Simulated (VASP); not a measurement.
Wanted: the native input for a VASP 6.6.1 run.

| Item | Value |
| --- | --- |
| Task | single point |
| Functional | LDA |
| Potentials or basis | VASP PAW LDA potentials, release 64 (Zn, S) |
| Cutoff | 520 eV |
| k mesh | 8 × 8 × 5 |
| Occupations | fermi-dirac, width 0.05 eV |
| Spin | no spin polarisation |
| Dipole correction | no |
| Further INCAR settings | ALGO = Normal; EDIFF = 1e-06; NBANDS = 26 |

The structure of ZnS (Wurtzite-2H) lies in POSCAR:

```
ZnS
1.0
    3.8611504880      0.0000000000      0.0000000000
   -1.9305752440      3.3438544104      0.0000000000
    0.0000000000      0.0000000000      6.3160357234
Zn S
2 2
Direct
    0.6666666667      0.3333333333      0.5000000000
    0.3333333333      0.6666666667      0.0000000000
    0.6666666667      0.3333333333      0.8850000000
    0.3333333333      0.6666666667      0.3850000000
```

One way to write it, as run:

INCAR

```
SYSTEM = ZnS
ALGO = Normal
EDIFF = 1E-6
ENCUT = 520
GGA = CA
ISIF = 2
ISMEAR = -1
LASPH = .True.
LCHARG = .False.
LREAL = .False.
LWAVE = .False.
NBANDS = 26
NELM = 80
PREC = Accurate
SIGMA = 0.05
```

KPOINTS

```
k-points
0
Gamma
  8 8 5
  0 0 0
```

Potentials or basis: VASP PAW LDA potentials, release 64 (Zn, S).

Command:

```sh
$ cat potpaw_LDA.64/Zn/POTCAR potpaw_LDA.64/S/POTCAR > POTCAR
$ mpirun -np 1 vasp_std > vasp.out
```

It gave:

The pressure is -6.1 GPa, the largest force is 0.254 eV/Å and the band gap on the k mesh is 1.83 eV, direct.

It took 22 s on 1 thread of Intel(R) Xeon(R) 6975P-C (Granite Rapids) (shared host), peak memory 0.19 GiB.
